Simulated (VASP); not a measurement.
Write the native input for VASP 6.6.1 that does the following.

* Task: single point
* Functional: LDA
* Potentials or basis: VASP PAW LDA potentials, release 64 (N, B)
* Cutoff: 520 eV
* k mesh: 13 × 13 × 9
* Occupations: fermi-dirac, width 0.05 eV
* Spin: no spin polarisation
* Dipole correction: no
* Further INCAR settings: ALGO = Normal; EDIFF = 1e-06; NBANDS = 11

The structure of BN lies in POSCAR:

```
BN
1.0
    2.4741443238      0.0000000000      0.0000000000
   -1.2298612564      2.1468189082      0.0000000000
   -0.6221415337     -1.0734094541      2.9816898573
N B
1 1
Direct
    0.6685060000      0.3323850000      0.9849990000
    0.9796430000      0.9834990000      0.0018060000
```

These files were run (other wordings do the same):

INCAR

```
SYSTEM = BN
ALGO     = Normal         ! electronic algorithm
EDIFF    = 1E-6           ! SCF threshold, eV
ENCUT    = 520            ! plane-wave cutoff, eV
GGA      = CA             ! functional
ISIF     = 2              ! what is computed and relaxed
ISMEAR   = -1             ! smearing method
LASPH    = .True.         ! aspherical terms in the spheres
LCHARG   = .True.         ! write CHGCAR
LELF     = .True.         ! ELF
LREAL    = .False.        ! projectors in reciprocal space
LVHAR    = .True.       
LWAVE    = .False.        ! write WAVECAR
NBANDS   = 11             ! bands
NELM     = 60             ! most SCF steps
PREC     = Accurate       ! precision mode
SIGMA    = 0.05           ! smearing width, eV
```

KPOINTS

```
k-points
0
Gamma
  13 13 9
  0 0 0
```

Potentials or basis: VASP PAW LDA potentials, release 64 (N, B).

The run is started by

```bash
$ cat potpaw_LDA.64/N/POTCAR potpaw_LDA.64/B/POTCAR > POTCAR
$ mpirun -np 1 vasp_std > vasp.out
```

It gave:

The pressure is 8.0 GPa and the largest force is 2.954 eV/Å. The band gap on the k mesh is 2.60 eV, indirect (least direct gap 4.49 eV).

Caveat: forces of over 1 eV/Å act on the atoms, so gaps and moduli don't describe the material at rest.

It took 36 s on 1 thread of Intel(R) Xeon(R) 6975P-C (Granite Rapids), on a shared host, peak memory 0.22 GiB.
